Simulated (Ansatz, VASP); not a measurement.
# K3I2Br: VASP beside Ansatz

```
CELL_PARAMETERS angstrom
4.59330 0.00000 0.00000
-2.29665 3.97791 0.00000
0.00000 0.00000 10.64260
ATOMIC_POSITIONS crystal
K 0.00000 0.00000 0.50000
K 0.33333 0.66667 0.14758
K 0.66667 0.33333 0.85242
I 0.33333 0.66667 0.67618
I 0.66667 0.33333 0.32382
Br 0.00000 0.00000 0.00000
```

Alike in both runs: functional LDA; k mesh 6 × 6 × 2; occupations gaussian, width 0.05 eV; no spin polarisation.

Ansatz relaxed the structure, and its values are those at the end. VASP's run is a single point on that final structure, the one shown.

```csv
,VASP,Ansatz
version,VASP 6.6.1,Ansatz 0.2.0
potentials or method,"VASP PAW LDA potentials, release 64 (K_sv, I, Br), cutoff 520 eV","scalar-relativistic, plane waves, PAW"
valence electrons in the cell,48,68
```

```tsv
	VASP	Ansatz	Ansatz less VASP
gap on the k mesh at the Fermi level (eV)	4.22	4.21	-0.008
least direct gap on the mesh (eV)	4.22	4.21	-0.008
pressure (GPa)	3.3	3.2	-0.13
```

LDA's correlation is that of Perdew and Zunger in VASP and of Perdew and Wang (1992) in Ansatz. VASP's potentials hold 48 valence electrons a cell and Ansatz's 68, so a difference there can come from the potentials and not from the codes. Ansatz's warnings: stress scf threshold loose.

Spin-orbit coupling is off throughout.
